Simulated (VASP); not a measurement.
Set up this calculation in VASP 6.6.1, as the native input.

| Quantity | Value |
| --- | --- |
| Task | single point |
| Functional | PBE |
| Potentials or basis | VASP PAW PBE potentials, release 64 (Cu, Au) |
| Cutoff | 520 eV |
| k mesh | 18 × 18 × 14 |
| Occupations | gaussian, width 0.15 eV |
| Spin | no spin polarisation |
| Dipole correction | no |
| Further INCAR settings | ALGO = Fast; EDIFF = 1e-06; NBANDS = 18 |

The structure of CuAu lies in POSCAR:

```
CuAu
1.0
    2.7160000000      0.0000000000      0.0000000000
    0.0000000000      2.7160000000      0.0000000000
    0.0000000000      0.0000000000      3.7801000000
Cu Au
1 1
Direct
    0.5000000000      0.5000000000      0.5000000000
    0.0000000000      0.0000000000      0.0000000000
```

This cell differs from its parent crystal: strain -0.030 along x and y, +0.030 along z.

One way to write it, as run:

INCAR

```
PREC = Accurate
ENCUT = 520
EDIFF = 1E-6
ISMEAR = 0
SIGMA = 0.15
LREAL = False
LASPH = True
NELM = 80
ALGO = Fast
ISIF = 2
LWAVE = False
LCHARG = True
GGA = PE
LELF = True
LVHAR = True
NBANDS = 18
```

KPOINTS

```
Automatic mesh
0
Gamma
  18 18 14
```

Potentials or basis: VASP PAW PBE potentials, release 64 (Cu, Au).

The run is started by

```console
$ cat potpaw_PBE.64/Cu/POTCAR potpaw_PBE.64/Au/POTCAR > POTCAR
$ mpirun -np 1 vasp_std > vasp.out
```

Results of the run:

```yaml
Pressure: 13.5 GPa
Band_gap_on_the_k_mesh: zero (band 11 reaches 15.06 eV, above the bottom of band 12 at 7.43 eV)
```

Caveat: the cell differs from its parent crystal (strain -0.030 along x and y, +0.030 along z); spin-orbit coupling is left out, which moves the levels of the heavy elements.

Run time: 92 s on 1 thread of Intel(R) Xeon(R) Platinum 8481C CPU @ 2.70GHz (Sapphire Rapids), with other jobs on the host, peak memory 0.32 GiB.
